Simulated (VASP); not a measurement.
PrYSe3:

```
Pr Y Se
1.0
     3.56462   -4.30684    0.00000
     3.56462    4.30684    0.00000
    -1.45660    0.00000    5.15608
Pr Y Se
1 1 3
Direct
  0.00000 0.00000 0.00000
  0.50000 0.50000 0.50000
  0.50000 0.50000 0.00000
  0.27918 0.72082 0.00000
  0.72082 0.27918 0.00000
```

The cell was generated, and may not be a known phase.

```yaml
Program: VASP 6.6.1
Task: relaxation of cell and atoms
Functional: PBE
Potentials_or_basis: VASP PAW PBE potentials, release 64 (Pr_3, Y_sv, Se), 4f in core
Cutoff: 500 eV
k_mesh: 2 × 2 × 3
Occupations: gaussian, width 0.15 eV
Spin: no spin polarisation
```

At the start: pressure 31.2 GPa; volume 31.66 Å³/atom.

Q: How do energy, volume and symmetry change on relaxing?

A: Over 19 steps the energy falls by 2142.8 meV/atom and the volume is 37.08 Å³/atom (+17.1 %); space group C2/m (No. 12, to 0.1 Å) before and after.

Step by step:
| step | energy change (eV) | largest force (eV/Å) | pressure (GPa) | volume (Å³) |
| --- | --- | --- | --- | --- |
| 1 | 0.0000 | 13.0094 | 31.17 | 158.31 |
| 2 | -7.4839 | 1.3138 | -4.64 | 302.80 |
| 3 | -8.0489 | 1.2239 | -4.53 | 286.96 |
| 4 | -8.4765 | 1.0946 | -4.38 | 274.27 |
| 5 | -10.0301 | 0.4627 | -1.55 | 215.75 |
| 6 | -10.0291 | 0.5886 | -1.08 | 213.08 |
| 7 | -10.0320 | 0.5162 | -1.35 | 214.59 |
| 8 | -10.2236 | 0.3973 | -1.11 | 204.83 |
| 9 | -10.3693 | 0.3651 | 0.92 | 184.78 |
| 10 | -10.3799 | 0.4781 | -0.24 | 192.22 |
| 11 | -10.4988 | 0.4839 | 0.09 | 187.99 |
| 12 | -10.5882 | 0.3916 | 0.85 | 181.98 |
| 13 | -10.5906 | 0.3519 | 1.13 | 180.31 |
| 14 | -10.6610 | 0.3736 | 0.65 | 182.12 |
| 15 | -10.6907 | 0.3867 | 0.16 | 184.60 |
| 16 | -10.6912 | 0.3860 | 0.20 | 184.33 |
| 17 | -10.7001 | 0.2732 | -0.03 | 185.12 |
| 18 | -10.7075 | 0.0533 | -0.47 | 186.72 |
| 19 | -10.7142 | 0.0156 | -0.20 | 185.42 |

Final structure:
```
Pr Y Se
1.0
     3.08672   -5.79075   -0.10597
     3.08672    5.79075   -0.10597
    -1.39950    0.00000    5.23484
Pr Y Se
1 1 3
Direct
  0.00000 0.00000 0.00000
  0.50000 0.50000 0.50000
  0.50000 0.50000 0.00000
  0.24484 0.75516 0.00000
  0.75516 0.24484 0.00000
```

Caveat: the k points lie up to 0.60 Å⁻¹ apart in the final cell, too coarse for converged energies and pressures of a metal; the volume moved by over 15 % at a fixed basis, so the end points are rough; the run has no spin polarisation, though such a crystal can be magnetic.
